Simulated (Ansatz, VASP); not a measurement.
HgTe in VASP and in Ansatz

File POSCAR:

```
HgTe
1.0
    0.0000000000      3.2860752822      3.2860752822
    3.2860752822      0.0000000000      3.2860752822
    3.2860752822      3.2860752822      0.0000000000
Hg Te
1 1
Direct
    0.0000000000      0.0000000000      0.0000000000
    0.2500000000      0.2500000000      0.2500000000
```

INCAR.step1

```
SYSTEM = HgTe
PREC = Accurate ; ENCUT = 520
ISMEAR = 0 ; SIGMA = 0.05
LREAL = .False. ; LASPH = .True.
NELM = 60 ; NBANDS = 16
GGA = PE ; ALGO = Normal
EDIFF = 1E-4 ; LWAVE = .True.
LCHARG = .False.
```

The input INCAR.step2:

```
SYSTEM = HgTe
PREC = Accurate ; ENCUT = 520
EDIFF = 1E-7 ; ISMEAR = 0
SIGMA = 0.05 ; LREAL = .False.
LASPH = .True. ; NELM = 60
ALGO = Normal ; ISIF = 2
LWAVE = .False. ; LCHARG = .False.
METAGGA = R2SCAN ; LMIXTAU = .True.
NBANDS = 16 ; ISTART = 1
```

KPOINTS

```
regular mesh
0
Gamma
  10 10 10
  0 0 0
```

Input for Ansatz:

```yaml
crystal:
  lattice:
    - [0.0, 3.2860752822, 3.2860752822]
    - [3.2860752822, 0.0, 3.2860752822]
    - [3.2860752822, 3.2860752822, 0.0]
  atoms:
    - { symbol: Hg, position: [0.0, 0.0, 0.0] }
    - { symbol: Te, position: [0.25, 0.25, 0.25] }
basis:
  ecutwfc: 500
  ecutrho_ratio: 4
kpoints:
  mp_grid: { grid: [10, 10, 10] }
hamiltonian:
  xc: r2scan
scf:
  occupations: { method: gaussian, width: 0.05 }
output:
  forces: true
  stress: true
  eigenvalues: true
```

Alike in both runs: task single point; functional r2SCAN; k mesh 10 × 10 × 10; occupations gaussian, width 0.05 eV; no spin polarisation.

```csv
,VASP,Ansatz
version,VASP 6.6.1,Ansatz 0.2.0
potentials or method,"VASP PAW PBE potentials, release 64 (Hg, Te), cutoff 520 eV","scalar-relativistic, plane waves, PAW"
valence electrons in the cell,18,36
```

```tsv
	VASP	Ansatz	Ansatz less VASP
gap on the k mesh at the Fermi level (eV)	none	none	-
pressure (GPa)	0.1	0.0	-0.06
```

VASP's potentials were made for PBE, not for r2SCAN. A gap of «none» marks a metal or a gap that the smearing closes. The functional is the same, so the differences come from potentials, cutoffs and numerics. VASP's potentials hold 18 valence electrons a cell and Ansatz's 36, so a difference there can come from the potentials and not from the codes.

Spin-orbit coupling is off throughout.
